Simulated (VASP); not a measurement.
## Y: single point with r2SCAN

Y:

```xyz
1
Lattice="0.0000 2.4850 2.4850 2.4850 0.0000 2.4850 2.4850 2.4850 0.0000" Properties=species:S:1:pos:R:3 pbc="T T T"
Y     0.0000    0.0000    0.0000
```

- Program: VASP 6.6.1
- Task: single point
- Functional: r2SCAN
- Potentials or basis: VASP PAW PBE potentials, release 64 (Y_sv)
- Cutoff: 520 eV
- k mesh: 18 × 18 × 18
- Occupations: gaussian, width 0.15 eV
- Spin: no spin polarisation

| Property | Result |
| --- | --- |
| Pressure | 3.5 GPa |

Levels at points of the mesh, in eV from the Fermi level:
| k point | band 3 | band 4 | band 5 | band 6 | band 7 | band 8 |
| --- | --- | --- | --- | --- | --- | --- |
| (0.00, 0.00, 0.00) | -23.02 | -23.02 | -5.08 | 2.11 | 2.11 | 2.11 |
| (0.50, 0.00, 0.00) | -23.11 | -23.11 | -2.08 | 0.63 | 1.90 | 1.90 |
| (0.50, 0.50, 0.00) | -23.27 | -23.27 | -1.96 | -0.97 | 2.31 | 6.01 |

It took 2.1 min on 1 thread of Intel(R) Xeon(R) 6975P-C (Granite Rapids), on a shared host, peak memory 0.24 GiB.

Caveat: the PAW data sets were made with another functional, which shifts forces and pressure a little.
